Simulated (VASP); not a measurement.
TaTe: single point with PBE+U

Crystal: TaTe.

```xyz
2
Lattice="3.4201 0.0000 0.0000 0.0000 3.4201 0.0000 0.0000 0.0000 3.4201" Properties=species:S:1:pos:R:3 pbc="T T T"
Ta    1.7100    1.7100    1.7100
Te    0.0000    0.0000    0.0000
```

| Quantity | Value |
| --- | --- |
| Program | VASP 6.6.1 |
| Task | single point |
| Functional | PBE |
| Potentials or basis | VASP PAW PBE potentials, release 64 (Ta_pv, Te) |
| Cutoff | 520 eV |
| k mesh | 8 × 8 × 8 |
| Occupations | fermi-dirac, width 0.05 eV |
| Spin | no spin polarisation |
| Hubbard terms | Ta d U = 3.0 eV |
| Dipole correction | no |
| Further INCAR settings | ALGO = Normal; EDIFF = 1e-07; NBANDS = 16 |

| Item | Value |
| --- | --- |
| Pressure | 4.2 GPa |

Levels at points of the mesh, in eV from the Fermi level:
| k point | band 5 | band 6 | band 7 | band 8 | band 9 | band 10 | band 11 | band 12 |
| --- | --- | --- | --- | --- | --- | --- | --- | --- |
| (0.00, 0.00, 0.00) | -2.93 | -2.93 | -1.66 | -1.66 | -1.66 | 1.55 | 1.55 | 1.55 |
| (0.50, 0.00, 0.00) | -8.86 | -2.99 | -2.99 | -2.09 | 1.75 | 2.65 | 4.19 | 4.75 |
| (0.50, 0.50, 0.00) | -6.13 | -6.13 | -3.65 | -0.17 | -0.17 | 0.33 | 1.53 | 3.08 |
| (0.50, 0.50, 0.50) | -6.78 | -6.78 | -6.78 | 1.17 | 1.17 | 1.17 | 3.22 | 3.22 |

Eigenvalues of the final occupation matrices:
| site | spin | trace | eigenvalues |
| --- | --- | --- | --- |
| site 1 d | 1 | 1.14 | 0.19 0.19 0.19 0.28 0.28 |
| site 1 d | 2 | 1.14 | 0.19 0.19 0.19 0.28 0.28 |

Run time: 39 s on 1 thread of AMD EPYC 7R13, with other jobs on the host, peak memory 0.14 GiB.

Caveat: spin-orbit coupling is left out, which moves the levels of the heavy elements; U without spin polarisation on a metal has little footing; the U is typed as a test and isn't derived for this compound.
